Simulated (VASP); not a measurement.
Here is a VASP 6.6.1 calculation.

File INCAR:

```
PREC     = Accurate       # precision mode
ENCUT    = 520            # plane-wave cutoff, eV
EDIFF    = 1E-7           # SCF threshold, eV
ISMEAR   = 0              # smearing method
SIGMA    = 0.05           # smearing width, eV
LREAL    = False          # projectors in reciprocal space
LASPH    = True           # aspherical terms in the spheres
NELM     = 100            # most SCF steps
ALGO     = Normal         # electronic algorithm
ISIF     = 2              # what is computed and relaxed
LWAVE    = False          # write WAVECAR
LCHARG   = False          # write CHGCAR
GGA      = PE             # functional
NBANDS   = 26             # bands
```

Contents of KPOINTS:

```
regular mesh
0
Gamma
  12 12 4
```

File POSCAR:

```
ZnS
1.0
    3.8454929889      0.0000000000      0.0000000000
   -1.9227464944      3.3302946184      0.0000000000
    0.0000000000      0.0000000000      6.4156766375
Zn S
2 2
Direct
    0.3333333333      0.6666666667      0.0052197899
    0.6666666667      0.3333333333      0.5052197899
    0.3333333333      0.6666666667      0.3797802101
    0.6666666667      0.3333333333      0.8797802101
```

Potentials or basis: VASP PAW PBE potentials, release 64 (Zn, S).

The run is started by

```console
$ cat potpaw_PBE.64/Zn/POTCAR potpaw_PBE.64/S/POTCAR > POTCAR
$ mpirun -np 1 vasp_std > vasp.out
```

(1) Predict the largest force.

(2) Estimate the pressure.

(3) Estimate the band gap on the k mesh.

## Answers

(1) 0.077 eV/Å.

(2) -1.0 GPa.

(3) 1.97 eV, direct.

Caveat: the cell differs from its parent crystal (strain +0.0175 x Voigt [0, 0, 1, 0, 0, 0]).
